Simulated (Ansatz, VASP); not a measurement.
# One calculation of Si7C, two programs

```
Si C
1.0
    -1.84191   -3.19028    0.00000
     0.00000    0.00000   -6.09195
     5.52573   -3.19028    0.00000
Si C
7 1
Direct
  0.00000 0.93710 0.33333
  0.00000 0.43710 0.66667
  0.50000 0.43710 0.16667
  0.00000 0.56290 0.33333
  0.50000 0.56290 0.83333
  0.00000 0.06290 0.66667
  0.50000 0.06290 0.16667
  0.50000 0.93710 0.83333
```

Alike in both runs: task relaxation of cell and atoms; functional PBE; k mesh 12 × 8 × 8; occupations gaussian, width 0.01 eV; no spin polarisation.

|  | VASP | Ansatz |
| --- | --- | --- |
| version | VASP 6.6.1 | Ansatz 0.2.0 |
| potentials or method | VASP PAW PBE potentials, release 64 (Si, C), cutoff 600 eV | scalar-relativistic, plane waves, PAW |
| valence electrons in the cell | 32 | 32 |

```tsv
	VASP	Ansatz	Ansatz less VASP
gap on the k mesh at the Fermi level, each at its own relaxed structure (eV)	none	none	-
relaxed volume (Å³/atom)	17.53	17.54	+0.013
```

A gap of «none» marks a metal or a gap that the smearing closes.
